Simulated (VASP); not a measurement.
Runs of VASP 6.6.1 on NaCl. The structure is that of space group Fm-3m (No. 225), or close to it. The cells are those of the table. 

```tsv
level	cell	cutoff (eV)	gap on the mesh (eV)	pressure (GPa)
PBE	a = 3.438 Å, angles 60.0°, 2 atoms	500	7.13	34.1
PBE	a = 3.578 Å, angles 60.0°, 2 atoms	500	6.70	(b)
PBE	a = 3.510 Å, angles 60.0°, 2 atoms	500	(c)	25.7
r2SCAN	a = 3.510 Å, angles 60.0°, 2 atoms	550	(a)	23.5
```

Alike in all rows: task single point; potentials or basis VASP PAW PBE potentials, release 64 (Na_pv, Cl); no spin polarisation; k mesh 4 × 4 × 4; smearing gaussian 0.01 eV.

**Question.** Fill in the values left out.

**Answer.** (a) 7.89; (b) 19.2; (c) 7.08.

Caveats: all runs use coarse meshes; the PAW data sets were made with another functional, which shifts forces and pressure a little (some runs).

A k mesh can miss the band edges.
